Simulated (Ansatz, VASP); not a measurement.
## Si5N in VASP and in Ansatz

```
Si N
1.0
     5.71573    0.00000    0.00000
    -2.85787    4.94997    0.00000
     0.00000    0.00000    2.89296
Si N
5 1
Direct
  0.66667 0.33333 0.00000
  0.33333 0.66667 0.00000
  0.00000 0.27751 0.50000
  0.72249 0.72249 0.50000
  0.27751 0.00000 0.50000
  0.00000 0.00000 0.00000
```

Change from the starting cell: species swapped into the Zr5Sn type (P-62m, No. 189).

Alike in both runs: functional PBE; k mesh 6 × 6 × 4; occupations gaussian, width 0.1 eV; no spin polarisation.

Ansatz relaxed the structure, and its values are those at the end. VASP's run is a single point on that final structure, the one shown.

|  | VASP | Ansatz |
| --- | --- | --- |
| version | VASP 6.6.1 | Ansatz 0.2.0 |
| potentials or method | VASP PAW PBE potentials, release 64 (Si, N), cutoff 520 eV | scalar-relativistic, plane waves, PAW |
| valence electrons in the cell | 25 | 25 |

|  | VASP | Ansatz | Ansatz less VASP |
| --- | --- | --- | --- |
| gap on the k mesh at the Fermi level (eV) | none | none | - |
| pressure (GPa) | 0.0 | 0.0 | +0.04 |

A gap of «none» marks a metal or a gap that the smearing closes. With one functional, cell and mesh, what is left measures potentials, basis and numerics.

The k mesh is coarse, so the values compare programs but aren't converged.
